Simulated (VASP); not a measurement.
# SnS2 (Berndtite-2T) (P-3m1) in VASP: notebook, part 2 of 2

VASP 6.6.1. Earlier steps stand in the parts before.

### 3 Single point, PBE

This run uses another cell than the first one, of 22.99 Å³/atom, 1.025 times its volume.

INCAR reads:

```
  ALGO = Normal
  EDIFF = 1E-6
  ENCUT = 500
  GGA = PE
  GGA_COMPAT = F
  ISIF = 2
  ISMEAR = 0
  LASPH = T
  LCHARG = T
  LELF = T
  LREAL = F
  LVHAR = T
  LWAVE = F
  NBANDS = 20
  NELM = 120
  PREC = Accurate
  SIGMA = 0.01
```

KPOINTS reads:

```
k-points
0
Gamma
  5 5 3
```

POSCAR reads:

```
SnS2
1.0
    3.6690757441      0.0000000000      0.0000000000
   -1.8345378720      3.1775123547      0.0000000000
    0.0000000000      0.0000000000      5.9164980671
Sn S
1 2
Direct
    0.0000000000      0.0000000000      0.0000000000
    0.3333333333      0.6666666667      0.2500000000
    0.6666666667      0.3333333333      0.7500000000
```

Potentials or basis: VASP PAW PBE potentials, release 64 (Sn_d, S).

On the command line:

```sh
> cat potpaw_PBE.64/Sn_d/POTCAR potpaw_PBE.64/S/POTCAR > POTCAR
> mpirun -np 1 vasp_std > vasp.out
```

OUTCAR:

```text
EDIFF = 1E-6
   ENCUT = 500
   GGA = PE
   ISIF = 2
   ISMEAR = 0
   LASPH = T
   LREAL = F
   NELM = 120
   PREC = Accurate

 ion  position               nearest neighbor table
   1  0.000  0.000  0.000-   2 2.58   3 2.58   3 2.58   2 2.58   3 2.58   2 2.58
   2  0.333  0.667  0.250-   1 2.58   1 2.58   1 2.58
   3  0.667  0.333  0.750-   1 2.58   1 2.58   1 2.58

  LATTYP: Found a hexagonal cell.
 ALAT       =     3.6690757441
 C/A-ratio  =     1.6125309151

  Lattice vectors:

 A1 = (   3.6690757441,   0.0000000000,   0.0000000000)
 A2 = (  -1.8345378720,   3.1775123547,   0.0000000000)
 A3 = (   0.0000000000,   0.0000000000,   5.9164980671)

Analysis of symmetry for initial positions (statically):
=====================================================================
 Subroutine PRICEL returns:
 Original cell was already a primitive cell.

 Routine SETGRP: Setting up the symmetry group for a
 hexagonal supercell.

 Subroutine GETGRP returns: Found 12 space group operations
 (whereof 12 operations were pure point group operations)
 out of a pool of 24 trial point group operations.

The static configuration has the point symmetry D_3d.

Analysis of symmetry for dynamics (positions and initial velocities):
=====================================================================
 Subroutine PRICEL returns:
 Original cell was already a primitive cell.

 Routine SETGRP: Setting up the symmetry group for a
 hexagonal supercell.

 Subroutine GETGRP returns: Found 12 space group operations
 (whereof 12 operations were pure point group operations)
 out of a pool of 24 trial point group operations.

The dynamic configuration has the point symmetry D_3d.

 Subroutine INISYM returns: Found 12 space group operations
 (whereof 12 operations are pure point group operations),
 and found     1 'primitive' translations

[... 97 lines left out ...]
   EFERMI =   0.00;   METHOD = LEGACY
   ISMEAR =     0;   SIGMA  =   0.01  broadening in eV -4-tet -1-fermi 0-gaus
   EFERMI_NEDOS =   21; number of points for ismear=-14 and -15
   IALGO  =     38    algorithm
   IMIX   =      4    mixing-type and parameters
     AMIX     =   0.40;   BMIX     =  1.00
     AMIX_MAG =   1.60;   BMIX_MAG =  1.00
  volume/ion in A,a.u.               =      22.99       155.16
  Fermi-wavevector in a.u.,A,eV,Ry     =   1.182578  2.234748 19.027616  1.398490
  Thomas-Fermi vector in A             =   2.318829
   LORBIT       =      0    0 simple, 1 ext, 2 COOP (PROOUT), +10 PAW based schemes
   GGA     = PE    functional components
   LHFCALC =     F    Hartree Fock is set to
   AEXX    =    0.0000 exact exchange contribution
   IVDW    =     0    specifies the selected vdW correction
   LEPSILON=     F    determine dielectric tensor
   LRPA    =     F    only Hartree local field effects (RPA)
 non-spin polarized calculation
 Gauss-broadening in eV      SIGMA  =   0.01
  energy-cutoff  :      500.00
  volume of cell :       68.98
 maximum number of plane-waves:      1763
 NGX is ok and might be reduce to    28
   NGX = 13   NGY = 13   NGZ = 21

 number of electron      26.0000009 magnetization

 Free energy of the ion-electron system (eV)
  ---------------------------------------------------
  ext. energy  EPLUGINS =         0.00000000
  ---------------------------------------------------
  free energy    TOTEN  =       -13.15038588 eV

  energy without entropy =      -13.15038588  energy(sigma->0) =      -13.15038588

 E-fermi :   4.5584     XC(G=0):  -9.5446

 val. band max:        4.5163567062   @ k =   0.0000   0.0000   0.0000
 cond. band min:       5.9429516474   @ k =   0.0000   0.4000   0.3333
 fundamental gap:      1.4265949411
 Fermi energy:         4.5583878452

 k-point     1 :       0.0000    0.0000    0.0000
  band No.  band energies     occupation
      1     -16.4112      2.00000
      2     -16.4112      2.00000
      3     -16.3736      2.00000
      4     -16.3472      2.00000
      5     -16.3472      2.00000
      6      -9.1508      2.00000
[... 265 lines left out ...]
     19      14.0313      0.00000
     20      14.9567      0.00000

------------------------ aborting loop because EDIFF is reached ----------------------------------------

  FORCE on cell =-STRESS in cart. coord.  units (eV):
  Direction    XX          YY          ZZ          XY          YZ          ZX
  --------------------------------------------------------------------------------------
  -------------------------------------------------------------------------------------
  Total        0.9725047      0.9725044      0.8130887      0.0000000      0.0000000      0.0000000
  in kB       22.5888245     22.5888182     18.8859945      0.0000000      0.0000000      0.0000000
  external PRESSURE =      21.3545457 kB  Pullay stress =       0.0000000 kB

 VOLUME and BASIS-vectors are now :
 -----------------------------------------------------------------------------
  energy-cutoff  :      500.00
  volume of cell :       68.98
      direct lattice vectors                 reciprocal lattice vectors
     3.669075744  0.000000000  0.000000000     0.272548203  0.157355800  0.000000000
    -1.834537872  3.177512355  0.000000000     0.000000000  0.314711601  0.000000000
     0.000000000  0.000000000  5.916498067     0.000000000  0.000000000  0.169018901

 POSITION                                       TOTAL-FORCE (eV/Angst)
 -----------------------------------------------------------------------------------
      0.00000      0.00000      0.00000        -0.000000      0.000000      0.000000
     -0.00000      2.11834      1.47912         0.000000     -0.000000     -0.021354
      1.83454      1.05917      4.43737         0.000000      0.000000      0.021354
 -----------------------------------------------------------------------------------
    total drift:                               -0.000000     -0.000000     -0.000000

  FREE ENERGIE OF THE ION-ELECTRON SYSTEM (eV)
  ---------------------------------------------------
  free  energy   TOTEN  =       -13.1503858832 eV

  energy  without entropy=      -13.1503858832  energy(sigma->0) =      -13.15038588
```

It took 10 s on 1 thread of Intel Xeon Platinum 8488C (Sapphire Rapids), shared host; peak memory 0.18 GiB.

What came out:

| Property | Result |
| --- | --- |
| Free energy | -13.1504 eV |
| Pressure | 2.1 GPa |
| Largest force | 0.021 eV/Å |
| Band gap on the k mesh | 1.43 eV, indirect (least direct gap 1.85 eV) |

Forces on the atoms (eV/Å):
```
Sn   0.000  0.000  0.000
S    0.000  0.000 -0.021
S    0.000  0.000  0.021
```

Caveat: spin-orbit coupling is left out, which moves the levels of the heavy elements; this functional lacks dispersion, which binds the layers, so the pressure and a relaxed spacing across them are unreliable.

### 4 Single point, PBE

This run uses another cell than the first one, of 23.55 Å³/atom, 1.050 times its volume.

INCAR reads:

```
SYSTEM = SnS2
PREC = Accurate ; ENCUT = 500
EDIFF = 1E-6 ; ISMEAR = 0
SIGMA = 0.01 ; LREAL = .FALSE.
LASPH = .TRUE. ; NELM = 120
ALGO = Normal ; ISIF = 2
LWAVE = .FALSE. ; LCHARG = .FALSE.
GGA = PE ; NBANDS = 20
GGA_COMPAT = .FALSE.
```

KPOINTS reads:

```
Automatic mesh
0
G
  5 5 3
  0 0 0
```

POSCAR reads:

```
SnS2
1.0
    3.6986663424      0.0000000000      0.0000000000
   -1.8493331712      3.2031385610      0.0000000000
    0.0000000000      0.0000000000      5.9642138218
Sn S
1 2
Direct
    0.0000000000      0.0000000000      0.0000000000
    0.3333333333      0.6666666667      0.2500000000
    0.6666666667      0.3333333333      0.7500000000
```

On the command line:

```sh
> cat potpaw_PBE.64/Sn_d/POTCAR potpaw_PBE.64/S/POTCAR > POTCAR
> mpirun -np 1 vasp_std > vasp.out
```

It took 8.9 s on 1 thread of Intel Xeon Platinum 8488C (Sapphire Rapids), shared host; peak memory 0.18 GiB.

The run converged. Its results:

```yaml
Free_energy: -13.1631 eV
Pressure: 0.3 GPa
Largest_force: 0.234 eV/Å
Band_gap_on_the_k_mesh: 1.38 eV, indirect (least direct gap 1.72 eV)
```

Forces on the atoms (eV/Å):
```
Sn   0.000  0.000  0.000
S    0.000  0.000 -0.234
S    0.000  0.000  0.234
```

Stress tensor (GPa, compression positive):
```
0.33 0.00 0.00
0.00 0.33 0.00
0.00 0.00 0.15
```

Levels at points of the mesh, in eV from the valence-band top:
```
           k point  band 9  band 10  band 11  band 12  band 13  band 14  band 15  band 16  band 17  band 18
(0.00, 0.00, 0.00)   -0.59    -0.59    -0.34    -0.34     0.00     1.72     3.63     5.35     5.35     8.94
```

Caveat: spin-orbit coupling is left out, which moves the levels of the heavy elements; this functional lacks dispersion, which binds the layers, so the pressure and a relaxed spacing across them are unreliable. A k mesh can miss the band edges.

### 5 Single point, PBE

This run uses another cell than the first one, of 24.11 Å³/atom, 1.075 times its volume.

INCAR reads:

```
SYSTEM = SnS2
ALGO = Normal ; EDIFF = 1E-6
ENCUT = 500 ; GGA = PE
GGA_COMPAT = .False. ; ISIF = 2
ISMEAR = 0 ; LASPH = .True.
LCHARG = .False. ; LREAL = .False.
LWAVE = .False. ; NBANDS = 20
NELM = 120 ; PREC = Accurate
SIGMA = 0.01
```

KPOINTS reads:

```
k-points
0
Gamma
  5 5 3
  0 0 0
```

POSCAR reads:

```
SnS2
1.0
    3.7277908986      0.0000000000      0.0000000000
   -1.8638954493      3.2283611630      0.0000000000
    0.0000000000      0.0000000000      6.0111780690
Sn S
1 2
Direct
    0.0000000000      0.0000000000      0.0000000000
    0.3333333333      0.6666666667      0.2500000000
    0.6666666667      0.3333333333      0.7500000000
```

On the command line:

```sh
> cat potpaw_PBE.64/Sn_d/POTCAR potpaw_PBE.64/S/POTCAR > POTCAR
> mpirun -np 1 vasp_std > vasp.out
```

It took 11 s on 1 thread of Intel Xeon Platinum 8488C (Sapphire Rapids), shared host; peak memory 0.18 GiB.

It converged, with:

- Free energy: -13.1575 eV
- Pressure: -1.4 GPa
- Largest force: 0.425 eV/Å
- Band gap on the k mesh: 1.33 eV, indirect (least direct gap 1.59 eV)

Forces in eV/Å, atoms in the order of the input:
```
Sn   0.000  0.000  0.000
S    0.000  0.000 -0.425
S    0.000  0.000  0.425
```

Levels at points of the mesh, in eV from the valence-band top:
```
           k point  band 11  band 12  band 13  band 14  band 15  band 16
(0.00, 0.00, 0.00)    -0.32    -0.32     0.00     1.59     3.60     5.30
```

Caveat: spin-orbit coupling is left out, which moves the levels of the heavy elements; this functional lacks dispersion, which binds the layers, so the pressure and a relaxed spacing across them are unreliable. A k mesh can miss the band edges.

### 6 Single point, PBE

This run uses another cell than the first one, of 24.67 Å³/atom, 1.100 times its volume.

INCAR reads:

```
SYSTEM = SnS2
ALGO = Normal ; EDIFF = 1E-6
ENCUT = 500 ; GGA = PE
GGA_COMPAT = .FALSE. ; ISIF = 2
ISMEAR = 0 ; LASPH = .TRUE.
LCHARG = .FALSE. ; LREAL = .FALSE.
LWAVE = .FALSE. ; NBANDS = 20
NELM = 120 ; PREC = Accurate
SIGMA = 0.01
```

KPOINTS reads:

```
k-points
0
G
  5 5 3
  0 0 0
```

POSCAR reads:

```
SnS2
1.0
    3.7564673401      0.0000000000      0.0000000000
   -1.8782336701      3.2531956863      0.0000000000
    0.0000000000      0.0000000000      6.0574197175
Sn S
1 2
Direct
    0.0000000000      0.0000000000      0.0000000000
    0.3333333333      0.6666666667      0.2500000000
    0.6666666667      0.3333333333      0.7500000000
```

Potentials or basis: VASP PAW PBE potentials, release 64 (Sn_d, S).

On the command line:

```sh
> cat potpaw_PBE.64/Sn_d/POTCAR potpaw_PBE.64/S/POTCAR > POTCAR
> mpirun -np 1 vasp_std > vasp.out
```

Run time: 10 s. Hardware: 1 thread of Intel Xeon Platinum 8488C (Sapphire Rapids), shared host; peak memory 0.18 GiB.

It converged, with:

* Free energy: -13.1361 eV
* Pressure: -2.8 GPa
* Largest force: 0.598 eV/Å
* Band gap on the k mesh: 1.28 eV, indirect (least direct gap 1.47 eV)

Forces on the atoms (eV/Å):
```
Sn   0.000  0.000  0.000
S    0.000  0.000 -0.598
S    0.000  0.000  0.598
```

Stress tensor (GPa, compression positive):
```
-2.83  0.00  0.00
 0.00 -2.83  0.00
 0.00  0.00 -2.72
```

Levels at points of the mesh, in eV from the valence-band top:
```csv
k point,band 9,band 10,band 11,band 12,band 13,band 14,band 15,band 16,band 17,band 18
"(0.00, 0.00, 0.00)",-0.54,-0.54,-0.31,-0.31,0.00,1.47,3.58,5.25,5.25,8.91
```

Caveat: spin-orbit coupling is left out, which moves the levels of the heavy elements; this functional lacks dispersion, which binds the layers, so the pressure and a relaxed spacing across them are unreliable.

### 7 The runs side by side

| cell | gap on the mesh (eV) | pressure (GPa) | largest force (eV/Å) |
| --- | --- | --- | --- |
| a = 3.639, b = 3.639, c = 5.868 Å, angles 90.0, 90.0, 120.0°, 3 atoms | 1.48 | 4.3 | 0.21 |
| a = 3.669, b = 3.669, c = 5.916 Å, angles 90.0, 90.0, 120.0°, 3 atoms | 1.43 | 2.1 | 0.02 |
| a = 3.699, b = 3.699, c = 5.964 Å, angles 90.0, 90.0, 120.0°, 3 atoms | 1.38 | 0.3 | 0.23 |
| a = 3.728, b = 3.728, c = 6.011 Å, angles 90.0, 90.0, 120.0°, 3 atoms | 1.33 | -1.4 | 0.43 |
| a = 3.756, b = 3.756, c = 6.057 Å, angles 90.0, 90.0, 120.0°, 3 atoms | 1.28 | -2.8 | 0.60 |

Alike in all rows: task single point; level PBE; potentials or basis VASP PAW PBE potentials, release 64 (Sn_d, S); no spin polarisation; k mesh 5 × 5 × 3; cutoff (eV) 500; smearing gaussian 0.01 eV.

Caveats: spin-orbit coupling is left out, which moves the levels of the heavy elements; this functional lacks dispersion, which binds the layers, so the pressure and a relaxed spacing across them are unreliable.

Absolute energies hang on the potentials; compare differences alone.
